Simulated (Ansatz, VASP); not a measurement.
PbS: VASP beside Ansatz

File INCAR:

```
SYSTEM = PbS
  ALGO = Normal
  EDIFF = 1E-8
  ENCUT = 520
  GGA = PS
  ISIF = 2
  ISMEAR = -1
  LASPH = .TRUE.
  LCHARG = .FALSE.
  LEFG = .TRUE.
  LREAL = .FALSE.
  LWAVE = .FALSE.
  NBANDS = 28
  NELM = 60
  PREC = Accurate
  SIGMA = 0.01
```

KPOINTS

```
k-points
0
G
  7 7 3
  0 0 0
```

POSCAR

```
PbS
1.0
    2.8970000000     -2.8558925000      0.0006075000
    2.9840000000      2.9441075000      0.0876075000
   -0.9044106500      0.1594386000     11.6930892500
Pb S
2 2
Direct
    0.7756000000      0.7756000000      0.6363800000
    0.2244000000      0.2244000000      0.3636200000
    0.2684000000      0.2684000000      0.5986000000
    0.7316000000      0.7316000000      0.4014000000
```

Input for Ansatz:

```yaml
crystal:
  lattice:
    - [2.897, -2.8558925, 0.0006075]
    - [2.984, 2.9441075, 0.0876075]
    - [-0.90441065, 0.1594386, 11.69308925]
  atoms:
    - { symbol: Pb, position: [0.7756, 0.7756, 0.63638] }
    - { symbol: Pb, position: [0.2244, 0.2244, 0.36362] }
    - { symbol: S, position: [0.2684, 0.2684, 0.5986] }
    - { symbol: S, position: [0.7316, 0.7316, 0.4014] }
kpoints:
  mp_grid: { grid: [7, 7, 3] }
scf:
  occupations: { method: fermi_dirac, width: 0.01 }
hamiltonian:
  xc: pbesol
  pseudopotentials: { kind: all_electron, datasets: crystal }
output:
  forces: true
  stress: true
  eigenvalues: true
  efg: { contact_densities: true }
```

Change from the starting cell: equal xy, yz and zx shear strains of +3 %, crystal datasets.

Alike in both runs: task electric field gradients; functional PBEsol; k mesh 7 × 7 × 3; occupations fermi-dirac, width 0.01 eV; no spin polarisation.

```csv
,VASP,Ansatz
version,VASP 6.6.1,Ansatz 0.2.0
potentials or method,"VASP PAW PBE potentials, release 64 (Pb_d, S), cutoff 520 eV","all-electron PAW with datasets made for the crystal, scalar-relativistic"
```

Ansatz gave:

```
gap on the k mesh at the Fermi level (eV)            : 1.27
rms of the force components (eV/Å)                   : 0.290
size of Vzz on the site where it differs most (V/Å²) : 116.5
```

Which values does VASP return?

gap on the k mesh at the Fermi level (eV): 1.26; rms of the force components (eV/Å): 0.290; size of Vzz on the site where it differs most (V/Å²): 126.0.

VASP's potentials were made for PBE, not for PBEsol. Atom by atom the forces differ by 0.001 eV/Å (rms over components). Ansatz ran all-electron here, and VASP with PAW potentials.

Neither program's run includes spin-orbit coupling.
